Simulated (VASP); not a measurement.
Crystal: MgO.

```
Mg O
1.0
     6.20020    0.00000    0.00000
     0.00000    3.53031    0.00000
     0.00000    0.00000    3.34273
Mg O
4 4
Direct
  0.75000 0.00000 0.35541
  0.00000 0.50000 0.00000
  0.25000 0.00000 0.64459
  0.50000 0.50000 0.00000
  0.75000 0.50000 0.64459
  0.00000 0.00000 0.00000
  0.25000 0.50000 0.35541
  0.50000 0.00000 0.00000
```

The cell was built from a structure type or drawn by symmetry, and may not be a known phase.

* Program: VASP 6.6.1
* Task: relaxation of cell and atoms
* Functional: PBE
* Potentials or basis: VASP PAW PBE potentials, release 64 (Mg, O)
* Cutoff: 600 eV
* k mesh: 4 × 6 × 6
* Occupations: gaussian, width 0.1 eV
* Spin: no spin polarisation

At the start: pressure 37.1 GPa; volume 9.15 Å³/atom.

Q: Where does the relaxation end?

A: Over 15 steps the energy falls by 654.2 meV/atom and the volume is 9.55 Å³/atom (+4.5 %); space group Pmma (No. 51, to 0.1 Å) before, Fm-3m (No. 225, to 0.1 Å).

Step by step:
| step | energy change (eV) | largest force (eV/Å) | pressure (GPa) | volume (Å³) |
| --- | --- | --- | --- | --- |
| 1 | 0.0000 | 3.0216 | 37.12 | 73.17 |
| 2 | -2.7497 | 1.1004 | -17.95 | 97.02 |
| 3 | -3.1050 | 1.5876 | -8.31 | 89.07 |
| 4 | -3.9131 | 1.4369 | -5.69 | 84.11 |
| 5 | -4.3978 | 1.0361 | 11.71 | 71.97 |
| 6 | -4.5560 | 1.2209 | 3.10 | 76.26 |
| 7 | -4.5640 | 1.1877 | 5.10 | 75.08 |
| 8 | -5.0705 | 0.4991 | 3.45 | 74.91 |
| 9 | -5.1251 | 0.2766 | 3.62 | 74.80 |
| 10 | -5.2206 | 0.1509 | -1.87 | 77.35 |
| 11 | -5.2208 | 0.1507 | -1.67 | 77.25 |
| 12 | -5.2304 | 0.1158 | 0.34 | 76.24 |
| 13 | -5.2305 | 0.1181 | 0.21 | 76.31 |
| 14 | -5.2322 | 0.0781 | 0.11 | 76.35 |
| 15 | -5.2333 | 0.0102 | -0.06 | 76.43 |

Final structure:
```xyz
8
Lattice="6.0121 0.0000 0.0000 0.0000 4.2287 0.0000 0.0000 0.0000 3.0062" Properties=species:S:1:pos:R:3 pbc="T T T"
Mg    4.5090    0.0000    1.5013
Mg    0.0000    2.1143    0.0000
Mg    1.5030    0.0000    1.5049
Mg    3.0060    2.1143    0.0000
O     4.5090    2.1143    1.5013
O     0.0000    0.0000    0.0000
O     1.5030    2.1143    1.5049
O     3.0060    0.0000    0.0000
```

Caveat: a cell axis changed by over 15 % at a fixed basis, so the end point is rough.
